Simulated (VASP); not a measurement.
A run of VASP 6.6.1 is set up as follows.

The input INCAR:

```
PREC = Accurate
ENCUT = 520
EDIFF = 1E-7
ISMEAR = -1
SIGMA = 0.05
LREAL = False
LASPH = True
NELM = 60
ALGO = Normal
ISIF = 2
LWAVE = False
LCHARG = False
GGA = PE
NBANDS = 18
```

KPOINTS

```
regular mesh
0
Gamma
  11 11 11
```

Contents of POSCAR:

```
HfO2
1.0
    0.0000000000      2.3660332023      2.3660332023
    2.3660332023      0.0000000000      2.3660332023
    2.3660332023      2.3660332023      0.0000000000
Hf O
1 2
Direct
    0.0000000000      0.0000000000      0.0000000000
    0.2500000000      0.2500000000      0.2500000000
    0.7500000000      0.7500000000      0.7500000000
```

Potentials or basis: VASP PAW PBE potentials, release 64 (Hf_pv, O).

Run with:

```console
$ cat potpaw_PBE.64/Hf_pv/POTCAR potpaw_PBE.64/O/POTCAR > POTCAR
$ mpirun -np 1 vasp_std > vasp.out
```

Problem. What does it give for the pressure?

Solution. 81.9 GPa.

Problem. What does it give for the band gap on the k mesh?

Solution. 4.35 eV, indirect (least direct gap 4.55 eV).

Caveat: spin-orbit coupling is left out, which moves the levels of the heavy elements. A k mesh can miss the band edges.
